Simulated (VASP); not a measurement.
## Si: single point with PBEsol

Crystal: Si.

```
CELL_PARAMETERS angstrom
2.59367 0.00000 0.00000
-1.29683 2.24618 0.00000
0.00000 0.00000 4.40584
ATOMIC_POSITIONS crystal
Si 0.33333 0.66667 0.25000
Si 0.66667 0.33333 0.75000
```

This isn't the form of Si at room conditions, which is diamond.

```
Program             : VASP 6.6.1
Task                : single point
Functional          : PBEsol
Potentials or basis : VASP PAW PBE potentials, release 64 (Si)
Cutoff              : 520 eV
k mesh              : 20 × 20 × 10
Occupations         : gaussian, width 0.05 eV
Spin                : no spin polarisation
```

| Item | Value |
| --- | --- |
| Pressure | 9.7 GPa |
| Band gap on the k mesh | zero (bands 4 and 5 overlap by 13.56 eV) |

Stress tensor (GPa, compression positive):
```
9.73 0.00 0.00
0.00 9.73 0.00
0.00 0.00 9.62
```

Levels at points of the mesh, in eV from the Fermi level:
```
           k point  band 1  band 2  band 3  band 4  band 5  band 6  band 7  band 8
(0.00, 0.00, 0.00)  -15.60   -8.54   -7.94    9.83    9.83   10.87   10.87   11.23
(0.50, 0.00, 0.00)   -8.73   -8.31   -1.95   -1.82   -1.27   -0.36    4.12    6.27
(0.00, 0.00, 0.50)  -13.73  -13.73    0.57    0.57   11.33   11.33   11.33   11.33
(0.50, 0.00, 0.50)   -7.05   -7.05   -6.36   -6.36    5.72    5.72    6.34    6.34
```

Wall time 96 s on 1 thread of Intel Xeon 8259CL, with other jobs on the host, peak memory 0.18 GiB.

Caveat: the cell stands under pressure; the PAW data sets were made with another functional, which shifts forces and pressure a little.
